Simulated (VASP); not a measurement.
# In3Sb (Pm-3m) in VASP: further runs

Runs on In3Sb. Level: LDA. Tasks: single point, relaxation of cell and atoms.

Program: VASP 6.6.1. These are calculated values, not measurements. Logs are shortened: lines on timing, memory, paths and dates and some standing lists are left out, and cuts for length are marked.

## 1. The cell of the first run

Symmetry: Pm-3m, No. 221, cubic system. Conventional cell: a = 4.712 Å, b = 4.712 Å, c = 4.712 Å, α = 90.00°, β = 90.00°, γ = 90.00°. Within 4.4 Å of In (site symmetry 4/mmm) lie 8 In at 3.33 Å and 4 Sb at 3.33 Å. Within 4.4 Å of Sb (site symmetry m-3m) lie 12 In at 3.33 Å.

## 2. Single point, LDA

File INCAR:

```
ALGO = Normal
EDIFF = 1E-6
ENCUT = 500
GGA = CA
GGA_COMPAT = False
ISIF = 2
ISMEAR = -1
LASPH = True
LCHARG = False
LREAL = False
LWAVE = False
NBANDS = 30
NELM = 120
PREC = Accurate
SIGMA = 0.1
```

File KPOINTS:

```
k-points
0
Gamma
  4 4 4
```

File POSCAR:

```
In3Sb
1.0
    4.7115590287      0.0000000000      0.0000000000
    0.0000000000      4.7115590287      0.0000000000
    0.0000000000      0.0000000000      4.7115590287
In Sb
3 1
Direct
    0.5000000000      0.5000000000      0.0000000000
    0.5000000000      0.0000000000      0.5000000000
    0.0000000000      0.5000000000      0.5000000000
    0.0000000000      0.0000000000      0.0000000000
```

Potentials or basis: VASP PAW LDA potentials, release 64 (In_d, Sb).

Launch:

```sh
$ cat potpaw_LDA.64/In_d/POTCAR potpaw_LDA.64/Sb/POTCAR > POTCAR
$ mpirun -np 1 vasp_std > vasp.out
```

OUTCAR:

```text
EDIFF = 1E-6
   ENCUT = 500
   GGA = CA
   ISIF = 2
   ISMEAR = -1
   LASPH = True
   LREAL = False
   NELM = 120
   PREC = Accurate

 ion  position               nearest neighbor table
   1  0.500  0.500  0.000-   2 3.33   3 3.33   4 3.33   2 3.33   3 3.33   2 3.33   4 3.33   2 3.33
                             3 3.33   4 3.33   3 3.33   4 3.33
   2  0.500  0.000  0.500-   1 3.33   3 3.33   4 3.33   1 3.33   4 3.33   1 3.33   3 3.33   1 3.33
                             3 3.33   4 3.33   4 3.33   3 3.33
   3  0.000  0.500  0.500-   1 3.33   2 3.33   4 3.33   1 3.33   4 3.33   2 3.33   4 3.33   4 3.33
                             1 3.33   2 3.33   1 3.33   2 3.33
   4  0.000  0.000  0.000-   1 3.33   2 3.33   3 3.33   2 3.33   3 3.33   1 3.33   3 3.33   3 3.33
                             1 3.33   2 3.33   2 3.33   1 3.33

  LATTYP: Found a simple cubic cell.
 ALAT       =     4.7115590287

  Lattice vectors:

 A1 = (   4.7115590287,   0.0000000000,   0.0000000000)
 A2 = (   0.0000000000,   4.7115590287,   0.0000000000)
 A3 = (   0.0000000000,   0.0000000000,   4.7115590287)

Analysis of symmetry for initial positions (statically):
=====================================================================
 Subroutine PRICEL returns:
 Original cell was already a primitive cell.

 Routine SETGRP: Setting up the symmetry group for a
 simple cubic supercell.

 Subroutine GETGRP returns: Found 48 space group operations
 (whereof 48 operations were pure point group operations)
 out of a pool of 48 trial point group operations.

The static configuration has the point symmetry O_h .

Analysis of symmetry for dynamics (positions and initial velocities):
=====================================================================
 Subroutine PRICEL returns:
 Original cell was already a primitive cell.

 Routine SETGRP: Setting up the symmetry group for a
 simple cubic supercell.

 Subroutine GETGRP returns: Found 48 space group operations
 (whereof 48 operations were pure point group operations)
 out of a pool of 48 trial point group operations.

The dynamic configuration has the point symmetry O_h .

 Subroutine INISYM returns: Found 48 space group operations
 (whereof 48 operations are pure point group operations),
 and found     1 'primitive' translations

----------------------------------------------------------------------------------------

                                     Primitive cell

  volume of cell :     104.5909

  direct lattice vectors                    reciprocal lattice vectors
     4.711559029  0.000000000  0.000000000     0.212243971  0.000000000  0.000000000
     0.000000000  4.711559029  0.000000000     0.000000000  0.212243971  0.000000000
     0.000000000  0.000000000  4.711559029     0.000000000  0.000000000  0.212243971

  length of vectors
     4.711559029  4.711559029  4.711559029     0.212243971  0.212243971  0.212243971

  position of ions in fractional coordinates (direct lattice)
     0.500000000  0.500000000  0.000000000
     0.500000000  0.000000000  0.500000000
     0.000000000  0.500000000  0.500000000
     0.000000000  0.000000000  0.000000000

  ion indices of the primitive-cell ions
   primitive index   ion index
                 1           1
                 2           2
                 3           3
                 4           4

----------------------------------------------------------------------------------------

 KPOINTS: k-points

Automatic generation of k-mesh.
 Grid dimensions read from file:
 generate k-points for:    4    4    4

 Generating k-lattice:

  Cartesian coordinates                     Fractional coordinates (reciprocal lattice)
     0.053060993  0.000000000  0.000000000     0.250000000  0.000000000  0.000000000
     0.000000000  0.053060993  0.000000000     0.000000000  0.250000000  0.000000000
     0.000000000  0.000000000  0.053060993     0.000000000  0.000000000  0.250000000

  Length of vectors
     0.053060993  0.053060993  0.053060993

  Shift w.r.t. Gamma in fractional coordinates (k-lattice)
     0.000000000  0.000000000  0.000000000

 Subroutine IBZKPT returns following result:
 ===========================================

 Found     10 irreducible k-points:

 Following reciprocal coordinates:
            Coordinates               Weight
  0.000000  0.000000  0.000000      1.000000
  0.250000  0.000000  0.000000      6.000000
  0.500000  0.000000  0.000000      3.000000
  0.250000  0.250000  0.000000     12.000000
  0.500000  0.250000  0.000000     12.000000
  0.500000  0.500000  0.000000      3.000000
  0.250000  0.250000  0.250000      8.000000
  0.500000  0.250000  0.250000     12.000000
  0.500000  0.500000  0.250000      6.000000
  0.500000  0.500000  0.500000      1.000000
   k-points           NKPTS =     10   k-points in BZ     NKDIM =     10   number of bands    NBANDS=     30
   number of dos      NEDOS =    301   number of ions     NIONS =      4
   total plane-waves  NPLWV =  46656
   dimension x,y,z NGX =    36 NGY =   36 NGZ =   36
   dimension x,y,z NGXF=    72 NGYF=   72 NGZF=   72
   ions per type =               3   1
   NGX,Y,Z   is equivalent  to a cutoff of  12.70, 12.70, 12.70 a.u.
   NGXF,Y,Z  is equivalent  to a cutoff of  25.40, 25.40, 25.40 a.u.
 SYSTEM =  unknown system
   PREC   = accura    normal or accurate (medium, high low for compatibility)
   ISTART =      0    job   : 0-new  1-cont  2-samecut
   ICHARG =      2    charge: 1-file 2-atom 10-const
   ISPIN  =      1    spin polarized calculation?
   LNONCOLLINEAR =      F non collinear calculations
   LSORBIT =      F    spin-orbit coupling
   LASPH  =      T    aspherical Exc in radial PAW
   ENCUT  =  500.0 eV  36.75 Ry    6.06 a.u.   8.59  8.59  8.59*2*pi/ulx,y,z
   NELM   =    120;   NELMIN=  2; NELMDL= -5     # of ELM steps
   EDIFF  = 0.1E-05   stopping-criterion for ELM
   LREAL  =      F    real-space projection
   EDIFFG = 0.1E-04   stopping-criterion for IOM
   NSW    =      0    number of steps for IOM
   IBRION =     -1    ionic relax: 0-MD 1-quasi-New 2-CG
   NFREE  =      0    steps in history (QN), initial steepest desc. (CG)
   ISIF   =      2    stress and relaxation
   ISYM   =      2    0-nonsym 1-usesym 2-fastsym
   POTIM  = 0.5000    time-step for ionic-motion
   TEBEG  =    0.0;   TEEND  =   0.0 temperature during run
   PSTRESS=    0.0 pullay stress
   NELECT =      44.0000    total number of electrons
   NUPDOWN=      -1.0000    fix difference up-down
   EMIN   =  10.00;   EMAX   =-10.00  energy-range for DOS
   EFERMI =   0.00;   METHOD = LEGACY
   ISMEAR =    -1;   SIGMA  =   0.10  broadening in eV -4-tet -1-fermi 0-gaus
   EFERMI_NEDOS =   21; number of points for ismear=-14 and -15
   IALGO  =     38    algorithm
   IMIX   =      4    mixing-type and parameters
     AMIX     =   0.40;   BMIX     =  1.00
     AMIX_MAG =   1.60;   BMIX_MAG =  1.00
  volume/ion in A,a.u.               =      26.15       176.45
  Fermi-wavevector in a.u.,A,eV,Ry     =   1.226670  2.318070 20.472950  1.504719
  Thomas-Fermi vector in A             =   2.361662
   LORBIT       =      0    0 simple, 1 ext, 2 COOP (PROOUT), +10 PAW based schemes
   GGA     = CA    functional components
   LHFCALC =     F    Hartree Fock is set to
   AEXX    =    0.0000 exact exchange contribution
   IVDW    =     0    specifies the selected vdW correction
   LEPSILON=     F    determine dielectric tensor
   LRPA    =     F    only Hartree local field effects (RPA)
 non-spin polarized calculation
  energy-cutoff  :      500.00
  volume of cell :      104.59
 maximum number of plane-waves:      2680
 NGX is ok and might be reduce to    36
   NGX = 17   NGY = 17   NGZ = 17

 number of electron      44.0000023 magnetization

 Free energy of the ion-electron system (eV)
  ---------------------------------------------------
  ext. energy  EPLUGINS =         0.00000000
  ---------------------------------------------------
  free energy    TOTEN  =       -14.35017099 eV

  energy without entropy =      -14.26847646  energy(sigma->0) =      -14.30932373

 E-fermi :   7.7110     XC(G=0): -10.5223

 val. band max:        7.7082694860   @ k =   0.5000   0.0000   0.0000
 cond. band min:       7.7500239998   @ k =   0.5000   0.2500   0.0000
 fundamental gap:      0.0417545138
 Fermi energy:         7.7109704199

 k-point     1 :       0.0000    0.0000    0.0000
  band No.  band energies     occupation
      1      -7.1403      2.00000
      2      -7.1294      2.00000
      3      -7.1294      2.00000
      4      -7.1294      2.00000
      5      -6.9755      2.00000
      6      -6.9755      2.00000
[... 22 lines left out ...]
     29      13.9427      0.00000
     30      14.3629      0.00000

 k-point     2 :       0.2500    0.0000    0.0000
  band No.  band energies     occupation
      1      -7.1183      2.00000
      2      -7.0861      2.00000
      3      -7.0665      2.00000
      4      -7.0665      2.00000
      5      -6.9674      2.00000
      6      -6.9326      2.00000
[... 22 lines left out ...]
     29      14.5739      0.00000
     30      14.6176      0.00000

 k-point     3 :       0.5000    0.0000    0.0000
  band No.  band energies     occupation
      1      -7.1062      2.00000
      2      -7.0108      2.00000
      3      -6.9451      2.00000
      4      -6.9375      2.00000
      5      -6.9375      2.00000
      6      -6.8783      2.00000
[... 22 lines left out ...]
     29      12.7211      0.00000
     30      13.4338      0.00000

 k-point     4 :       0.2500    0.2500    0.0000
  band No.  band energies     occupation
      1      -7.0754      2.00000
      2      -7.0645      2.00000
      3      -7.0362      2.00000
      4      -7.0141      2.00000
      5      -6.9469      2.00000
      6      -6.9054      2.00000
[... 154 lines left out ...]
     29      13.9232      0.00000
     30      14.0456      0.00000

 k-point     9 :       0.5000    0.5000    0.2500
  band No.  band energies     occupation
      1      -7.0502      2.00000
      2      -7.0055      2.00000
      3      -7.0055      2.00000
      4      -6.9974      2.00000
      5      -6.9560      2.00000
      6      -6.9560      2.00000
[... 22 lines left out ...]
     29      14.0680      0.00000
     30      15.1535      0.00000

 k-point    10 :       0.5000    0.5000    0.5000
  band No.  band energies     occupation
      1      -7.1053      2.00000
      2      -7.0257      2.00000
      3      -7.0257      2.00000
      4      -7.0257      2.00000
      5      -6.9780      2.00000
      6      -6.9780      2.00000
[... 22 lines left out ...]
     29      15.7530      0.00000
     30      15.8399      0.00000

------------------------ aborting loop because EDIFF is reached ----------------------------------------

  FORCE on cell =-STRESS in cart. coord.  units (eV):
  Direction    XX          YY          ZZ          XY          YZ          ZX
  --------------------------------------------------------------------------------------
  -------------------------------------------------------------------------------------
  Total       -1.3247337     -1.3247337     -1.3247337     -0.0000000     -0.0000000      0.0000000
  in kB      -20.2929534    -20.2929534    -20.2929534     -0.0000000     -0.0000000      0.0000000
  external PRESSURE =     -20.2929534 kB  Pullay stress =       0.0000000 kB

 VOLUME and BASIS-vectors are now :
 -----------------------------------------------------------------------------
  energy-cutoff  :      500.00
  volume of cell :      104.59
      direct lattice vectors                 reciprocal lattice vectors
     4.711559029  0.000000000  0.000000000     0.212243971  0.000000000  0.000000000
     0.000000000  4.711559029  0.000000000     0.000000000  0.212243971  0.000000000
     0.000000000  0.000000000  4.711559029     0.000000000  0.000000000  0.212243971

 POSITION                                       TOTAL-FORCE (eV/Angst)
 -----------------------------------------------------------------------------------
      2.35578      2.35578      0.00000         0.000000      0.000000      0.000000
      2.35578      0.00000      2.35578         0.000000      0.000000      0.000000
      0.00000      2.35578      2.35578         0.000000      0.000000      0.000000
      0.00000      0.00000      0.00000         0.000000      0.000000      0.000000
 -----------------------------------------------------------------------------------
    total drift:                                0.000000      0.000000      0.000000

  FREE ENERGIE OF THE ION-ELECTRON SYSTEM (eV)
  ---------------------------------------------------
  free  energy   TOTEN  =       -14.3501709950 eV

  energy  without entropy=      -14.2684764583  energy(sigma->0) =      -14.30932373
```

It took 14 s on 1 thread of Intel Xeon 6975P-C (Granite Rapids), shared host; peak memory 0.17 GiB.

What came out:

| Property | Result |
| --- | --- |
| Free energy | -14.3502 eV |
| Pressure | -2.0 GPa |
| Band gap on the k mesh | zero (bands 22 and 23 overlap by 3.78 eV) |

Caveat: spin-orbit coupling is left out, which moves the levels of the heavy elements.

[end of part 1 of 2]
